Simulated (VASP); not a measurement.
Al, 1 atom in the cell. Symmetry: Fmmm, No. 69, orthorhombic system. Conventional cell: a = 3.967 Å, b = 4.048 Å, c = 4.129 Å, α = 90.00°, β = 90.00°, γ = 90.00°. Within 3.7 Å of Al (site symmetry mmm) lie 12 Al at 2.83 to 2.89 Å. 

| Property | Result |
| --- | --- |
| Program | VASP 6.6.1 |
| Task | single point |
| Functional | LDA |
| Potentials or basis | VASP PAW LDA potentials, release 64 (Al) |
| Cutoff | 520 eV |
| k mesh | 20 × 20 × 20 |
| Occupations | gaussian, width 0.15 eV |
| Spin | no spin polarisation |
| Dipole correction | no |
| Further INCAR settings | ALGO = Fast; EDIFF = 1e-06; NBANDS = 8 |

Potentials or basis: VASP PAW LDA potentials, release 64 (Al).

Launch:

```console
$ cat potpaw_LDA.64/Al/POTCAR > POTCAR
$ mpirun -np 1 vasp_std > vasp.out
```

Hardware: 1 thread of AMD EPYC 9R45 96-Core Processor (Zen 5), with other jobs on the host.

**Question.** How long does it take, and how much memory?

**Answer.** Run time: 66 s on 1 thread of AMD EPYC 9R45 96-Core Processor (Zen 5) (shared host), peak memory 0.2 GiB. Counts: scf iterations 10, k points 1166.
